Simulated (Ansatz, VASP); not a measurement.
## Two plane-wave programs on Pd

```
CELL_PARAMETERS angstrom
0.00000 1.95677 1.95677
1.95677 0.00000 1.95677
1.95677 1.95677 0.00000
ATOMIC_POSITIONS crystal
Pd 0.00000 0.00000 0.00000
```

Alike in both runs: task single point; functional r2SCAN; k mesh 11 × 11 × 11; occupations fermi-dirac, width 0.05 eV; collinear spin.

|  | VASP | Ansatz |
| --- | --- | --- |
| version | VASP 6.6.1 | Ansatz 0.2.0 |
| potentials or method | VASP PAW PBE potentials, release 64 (Pd), cutoff 520 eV | plane waves (500 eV) with PAW, scalar-relativistic |
| valence electrons in the cell | 10 | 18 |

|  | VASP | Ansatz | Ansatz less VASP |
| --- | --- | --- | --- |
| pressure (GPa) | 0.8 | 0.2 | -0.62 |
| net moment per atom (μB) | 0.51 | 0.50 | -0.009 |
| size of the moment on the site where the two differ most (μB) | 0.51 | 0.52 | +0.002 |

VASP's potentials were made for PBE, not for r2SCAN. Site moments also hang on the region over which each program counts them. The functional is the same, so the differences come from potentials, cutoffs and numerics. VASP's potentials hold 10 valence electrons a cell and Ansatz's 18, so a difference there can come from the potentials and not from the codes. Ansatz's warnings: stability check not made.
